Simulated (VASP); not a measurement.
# WC (P-6m2) in VASP: notebook

The runs below take WC through electric field gradients, with PBE.

Program: VASP 6.6.1. These are calculated values, not measurements. Logs are shortened: lines on timing, memory, paths and dates and some standing lists are left out, and cuts for length are marked.

### Step 1. The cell of the first run

It takes space group P-6m2 (No. 187, hexagonal). Conventional cell: a = 2.861 Å, b = 2.861 Å, c = 2.791 Å, α = 90.00°, β = 90.00°, γ = 120.00°. Within 2.9 Å of W (site symmetry -6m2) lie 6 C at 2.16 Å and 8 W at 2.79 to 2.86 Å. Within 2.9 Å of C (site symmetry -6m2) lie 6 W at 2.16 Å and 8 C at 2.79 to 2.86 Å.

### Step 2. Electric field gradients, PBE (volume scaled by 0.96)

Input file INCAR:

```
SYSTEM = WC
PREC     = Accurate       ! precision mode
ENCUT    = 520            ! plane-wave cutoff, eV
EDIFF    = 1E-8           ! SCF threshold, eV
ISMEAR   = -1             ! smearing method
SIGMA    = 0.05           ! smearing width, eV
LREAL    = .False.        ! projectors in reciprocal space
LASPH    = .True.         ! aspherical terms in the spheres
NELM     = 60             ! most SCF steps
ALGO     = Normal         ! electronic algorithm
ISIF     = 2              ! what is computed and relaxed
LWAVE    = .False.        ! write WAVECAR
LCHARG   = .False.        ! write CHGCAR
GGA      = PE             ! functional
LEFG     = .True.       
NBANDS   = 16             ! bands
```

Input file KPOINTS:

```
Automatic mesh
0
Gamma
  13 13 12
  0 0 0
```

Input file POSCAR:

```
WC
1.0
    2.8613006652      0.0000000000      0.0000000000
   -1.4306503326      2.4779590640      0.0000000000
    0.0000000000      0.0000000000      2.7907655833
W C
1 1
Direct
    0.0000000000      0.0000000000      0.0000000000
    0.6666666667      0.3333333333      0.5000000000
```

Potentials or basis: VASP PAW PBE potentials, release 64 (W_sv, C).

The run is started by

```
$ cat potpaw_PBE.64/W_sv/POTCAR potpaw_PBE.64/C/POTCAR > POTCAR
$ mpirun -np 1 vasp_std > vasp.out
```

OUTCAR:

```text
SYSTEM = WC
   PREC = Accurate
   ENCUT = 520
   EDIFF = 1E-8
   ISMEAR = -1
   LREAL = .False.
   LASPH = .True.
   NELM = 60
   ISIF = 2
   GGA = PE

 ion  position               nearest neighbor table
   1  0.000  0.000  0.000-   2 2.16   2 2.16   2 2.16   2 2.16   2 2.16   2 2.16
   2  0.667  0.333  0.500-   1 2.16   1 2.16   1 2.16   1 2.16   1 2.16   1 2.16

  LATTYP: Found a hexagonal cell.
 ALAT       =     2.8613006652
 C/A-ratio  =     0.9753485949

  Lattice vectors:

 A1 = (   2.8613006652,   0.0000000000,   0.0000000000)
 A2 = (  -1.4306503326,   2.4779590640,   0.0000000000)
 A3 = (   0.0000000000,   0.0000000000,   2.7907655833)

Analysis of symmetry for initial positions (statically):
=====================================================================
 Subroutine PRICEL returns:
 Original cell was already a primitive cell.

 Routine SETGRP: Setting up the symmetry group for a
 hexagonal supercell.

 Subroutine GETGRP returns: Found 12 space group operations
 (whereof 12 operations were pure point group operations)
 out of a pool of 24 trial point group operations.

The static configuration has the point symmetry D_3h.

Analysis of symmetry for dynamics (positions and initial velocities):
=====================================================================
 Subroutine PRICEL returns:
 Original cell was already a primitive cell.

 Routine SETGRP: Setting up the symmetry group for a
 hexagonal supercell.

 Subroutine GETGRP returns: Found 12 space group operations
 (whereof 12 operations were pure point group operations)
 out of a pool of 24 trial point group operations.

The dynamic configuration has the point symmetry D_3h.

 Subroutine INISYM returns: Found 12 space group operations
 (whereof 12 operations are pure point group operations),
 and found     1 'primitive' translations

----------------------------------------------------------------------------------------

                                     Primitive cell

  volume of cell :      19.7870

  direct lattice vectors                    reciprocal lattice vectors
     2.861300665  0.000000000  0.000000000     0.349491409  0.201778959  0.000000000
    -1.430650333  2.477959064  0.000000000     0.000000000  0.403557918  0.000000000
     0.000000000  0.000000000  2.790765583     0.000000000  0.000000000  0.358324614

  length of vectors
     2.861300665  2.861300665  2.790765583     0.403557918  0.403557918  0.358324614

  position of ions in fractional coordinates (direct lattice)
     0.000000000  0.000000000  0.000000000
     0.666666667  0.333333333  0.500000000

  ion indices of the primitive-cell ions
   primitive index   ion index
                 1           1
                 2           2

----------------------------------------------------------------------------------------

 KPOINTS: Automatic mesh

Automatic generation of k-mesh.
 Grid dimensions read from file:
 generate k-points for:   13   13   12

 Generating k-lattice:

  Cartesian coordinates                     Fractional coordinates (reciprocal lattice)
     0.026883955  0.015521458  0.000000000     0.076923077  0.000000000  0.000000000
     0.000000000  0.031042917  0.000000000     0.000000000  0.076923077  0.000000000
     0.000000000  0.000000000  0.029860384     0.000000000  0.000000000  0.083333333

  Length of vectors
     0.031042917  0.031042917  0.029860384

  Shift w.r.t. Gamma in fractional coordinates (k-lattice)
     0.000000000  0.000000000  0.000000000

 Subroutine IBZKPT returns following result:
 ===========================================

 Found    147 irreducible k-points:

 Following reciprocal coordinates:
            Coordinates               Weight
  0.000000  0.000000  0.000000      1.000000
  0.076923  0.000000  0.000000      6.000000
  0.153846  0.000000  0.000000      6.000000
  0.230769  0.000000  0.000000      6.000000
  0.307692  0.000000  0.000000      6.000000
  0.384615  0.000000  0.000000      6.000000
[... 16 lines left out ...]
  0.076923  0.000000  0.083333     12.000000
  0.153846  0.000000  0.083333     12.000000
 [... further k-points ...]
   k-points           NKPTS =    147   k-points in BZ     NKDIM =    147   number of bands    NBANDS=     16
   number of dos      NEDOS =    301   number of ions     NIONS =      2
   total plane-waves  NPLWV =  13824
   dimension x,y,z NGX =    24 NGY =   24 NGZ =   24
   dimension x,y,z NGXF=    48 NGYF=   48 NGZF=   48
   ions per type =               1   1
   NGX,Y,Z   is equivalent  to a cutoff of  13.94, 13.94, 14.30 a.u.
   NGXF,Y,Z  is equivalent  to a cutoff of  27.89, 27.89, 28.59 a.u.
 SYSTEM =  WC
   PREC   = accura    normal or accurate (medium, high low for compatibility)
   ISTART =      0    job   : 0-new  1-cont  2-samecut
   ICHARG =      2    charge: 1-file 2-atom 10-const
   ISPIN  =      1    spin polarized calculation?
   LNONCOLLINEAR =      F non collinear calculations
   LSORBIT =      F    spin-orbit coupling
   LASPH  =      T    aspherical Exc in radial PAW
   ENCUT  =  520.0 eV  38.22 Ry    6.18 a.u.   5.32  5.32  5.19*2*pi/ulx,y,z
   NELM   =     60;   NELMIN=  2; NELMDL= -5     # of ELM steps
   EDIFF  = 0.1E-07   stopping-criterion for ELM
   LREAL  =      F    real-space projection
   EDIFFG = 0.1E-06   stopping-criterion for IOM
   NSW    =      0    number of steps for IOM
   IBRION =     -1    ionic relax: 0-MD 1-quasi-New 2-CG
   NFREE  =      0    steps in history (QN), initial steepest desc. (CG)
   ISIF   =      2    stress and relaxation
   ISYM   =      2    0-nonsym 1-usesym 2-fastsym
   POTIM  = 0.5000    time-step for ionic-motion
   TEBEG  =    0.0;   TEEND  =   0.0 temperature during run
   PSTRESS=    0.0 pullay stress
   NELECT =      18.0000    total number of electrons
   NUPDOWN=      -1.0000    fix difference up-down
   EMIN   =  10.00;   EMAX   =-10.00  energy-range for DOS
   EFERMI =   0.00;   METHOD = LEGACY
   ISMEAR =    -1;   SIGMA  =   0.05  broadening in eV -4-tet -1-fermi 0-gaus
   EFERMI_NEDOS =   21; number of points for ismear=-14 and -15
   IALGO  =     38    algorithm
   IMIX   =      4    mixing-type and parameters
     AMIX     =   0.40;   BMIX     =  1.00
     AMIX_MAG =   1.60;   BMIX_MAG =  1.00
  volume/ion in A,a.u.               =       9.89        66.76
  Fermi-wavevector in a.u.,A,eV,Ry     =   1.586251  2.997580 34.234889  2.516193
  Thomas-Fermi vector in A             =   2.685591
   LORBIT       =      0    0 simple, 1 ext, 2 COOP (PROOUT), +10 PAW based schemes
   GGA     = PE    functional components
   LHFCALC =     F    Hartree Fock is set to
   AEXX    =    0.0000 exact exchange contribution
   IVDW    =     0    specifies the selected vdW correction
   LEPSILON=     F    determine dielectric tensor
   LRPA    =     F    only Hartree local field effects (RPA)
 non-spin polarized calculation
  energy-cutoff  :      520.00
  volume of cell :       19.79
 maximum number of plane-waves:       555
 NGX is ok and might be reduce to    24
   NGX = 11   NGY = 11   NGZ = 11

 number of electron      17.9999999 magnetization

 Free energy of the ion-electron system (eV)
  ---------------------------------------------------
  ext. energy  EPLUGINS =         0.00000000
  ---------------------------------------------------
  free energy    TOTEN  =       -22.33931115 eV

  energy without entropy =      -22.33694247  energy(sigma->0) =      -22.33812681

 E-fermi :  11.7985     XC(G=0): -14.0665

 val. band max:       11.7706610800   @ k =   0.0769   0.0769   0.5000
 cond. band min:      11.8128315175   @ k =   0.4615   0.0769   0.4167
 fundamental gap:      0.0421704374
 Fermi energy:        11.7985115340

 k-point     1 :       0.0000    0.0000    0.0000
  band No.  band energies     occupation
      1     -62.1251      2.00000
      2     -26.1014      2.00000
      3     -25.9870      2.00000
      4     -25.9870      2.00000
      5      -3.0464      2.00000
      6       7.1833      2.00000
[... 8 lines left out ...]
     15      26.6239      0.00000
     16      28.9499      0.00000
[... 419 lines left out ...]
 k-point    24 :       0.1538    0.0000    0.0833
  band No.  band energies     occupation
      1     -62.1060      2.00000
      2     -26.2009      2.00000
      3     -26.1328      2.00000
      4     -26.0307      2.00000
      5      -2.2436      2.00000
      6       7.0095      2.00000
[... 8 lines left out ...]
     15      25.7469      0.00000
     16      30.1340      0.00000

 [... further k-points ...]

------------------------ aborting loop because EDIFF is reached ----------------------------------------

  FORCE on cell =-STRESS in cart. coord.  units (eV):
  Direction    XX          YY          ZZ          XY          YZ          ZX
  --------------------------------------------------------------------------------------
  -------------------------------------------------------------------------------------
  Total        3.3887022      3.3887022      3.7836255      0.0000000      0.0000000      0.0000000
  in kB      274.3866649    274.3866649    306.3640095      0.0000000      0.0000000      0.0000000
  external PRESSURE =     285.0457797 kB  Pullay stress =       0.0000000 kB

 VOLUME and BASIS-vectors are now :
 -----------------------------------------------------------------------------
  energy-cutoff  :      520.00
  volume of cell :       19.79
      direct lattice vectors                 reciprocal lattice vectors
     2.861300665  0.000000000  0.000000000     0.349491409  0.201778959  0.000000000
    -1.430650333  2.477959064  0.000000000     0.000000000  0.403557918  0.000000000
     0.000000000  0.000000000  2.790765583     0.000000000  0.000000000  0.358324614

 POSITION                                       TOTAL-FORCE (eV/Angst)
 -----------------------------------------------------------------------------------
      0.00000      0.00000      0.00000        -0.000000      0.000000      0.000000
      1.43065      0.82599      1.39538         0.000000      0.000000      0.000000
 -----------------------------------------------------------------------------------
    total drift:                               -0.000000      0.000000      0.000000

  FREE ENERGIE OF THE ION-ELECTRON SYSTEM (eV)
  ---------------------------------------------------
  free  energy   TOTEN  =       -22.3393111490 eV

  energy  without entropy=      -22.3369424727  energy(sigma->0) =      -22.33812681

 Electric field gradients (V/A^2)
---------------------------------------------------------------------
 ion       V_xx      V_yy      V_zz      V_xy      V_xz      V_yz
---------------------------------------------------------------------
   1      80.914    80.914  -161.828    -0.000    -0.000     0.000
   2      -0.289    -0.289     0.578     0.000     0.000    -0.000
---------------------------------------------------------------------

 Electric field gradients after diagonalization (V/A^2)
 (convention: |V_zz| > |V_xx| > |V_yy|)
----------------------------------------------------------------------
 ion       V_xx      V_yy      V_zz     asymmetry (V_yy - V_xx)/ V_zz
----------------------------------------------------------------------
   1      80.914    80.914  -161.828       0.000
   2      -0.289    -0.289     0.578       0.001
----------------------------------------------------------------------

           NMR quadrupolar parameters

 Cq : quadrupolar parameter    Cq=e*Q*V_zz/h
 eta: asymmetry parameters     (V_yy - V_xx)/ V_zz
 Q  : nuclear electric quadrupole moment in mb (millibarn)
----------------------------------------------------------------------
 ion       Cq(MHz)       eta       Q (mb)
----------------------------------------------------------------------
   1      -0.391       0.000       1.000
   2       0.001       0.001       1.000
----------------------------------------------------------------------
```

It took 73 s on 1 thread of AMD EPYC 7R43 (Zen 3), shared host; peak memory 0.14 GiB.

What came out:

| Property | Result |
| --- | --- |
| Free energy | -22.3393 eV |
| Pressure | 28.5 GPa |
| Band gap on the k mesh | zero (band 9 reaches 12.48 eV, above the bottom of band 10 at 11.13 eV) |

Stress tensor (GPa, compression positive):
```
27.44  0.00  0.00
 0.00 27.44  0.00
 0.00  0.00 30.64
```

Electric field gradients, principal values (V/Å²):
| atom | least | middle | greatest (by size) |
| --- | --- | --- | --- |
| 1 W | 80.914 | 80.914 | -161.828 |
| 2 C | -0.289 | -0.289 | 0.578 |

Caveat: without QUAD_EFG the Cq values of the log hold for a quadrupole moment of 1 mb, not for the nuclei; spin-orbit coupling is left out, which moves the levels of the heavy elements.

(Continued in part 2 of 2.)
